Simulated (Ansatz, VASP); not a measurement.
Two plane-wave programs on TiAl3

```
CELL_PARAMETERS angstrom
0.00000 -3.94834 0.00000
0.00000 0.00000 -3.94834
12.59503 0.00000 0.00000
ATOMIC_POSITIONS crystal
Ti 0.00000 0.00000 0.23510
Ti 0.00000 0.00000 0.54858
Ti 0.00000 0.00000 0.86207
Al 0.50000 0.00000 0.07836
Al 0.50000 0.00000 0.39184
Al 0.50000 0.00000 0.70532
Al 0.00000 0.50000 0.07836
Al 0.00000 0.50000 0.39184
Al 0.00000 0.50000 0.70532
Al 0.50000 0.50000 0.86207
Al 0.50000 0.50000 0.23510
Al 0.50000 0.50000 0.54858
```

Alike in both runs: task single point; functional PBEsol; k mesh 12 × 12 × 4; occupations gaussian, width 0.15 eV; no spin polarisation.

```csv
,VASP,Ansatz
version,VASP 6.6.1,Ansatz 0.2.0
potentials or method,"VASP PAW PBE potentials, release 64 (Ti_sv, Al), cutoff 500 eV","scalar-relativistic, plane waves, PAW"
valence electrons in the cell,63,63
```

```tsv
	VASP	Ansatz	Ansatz less VASP
gap on the k mesh at the Fermi level (eV)	none	none	-
pressure (GPa)	-3.0	-3.0	-0.08
traceless stress, the component that is largest in VASP (GPa)	-2.06	-2.04	+0.018
rms of the force components (eV/Å)	0.340	0.338	-0.0021
```

VASP's potentials were made for PBE, not for PBEsol. Atom by atom the forces differ by 0.002 eV/Å (rms over components). A gap of «none» marks a metal or a gap that the smearing closes.
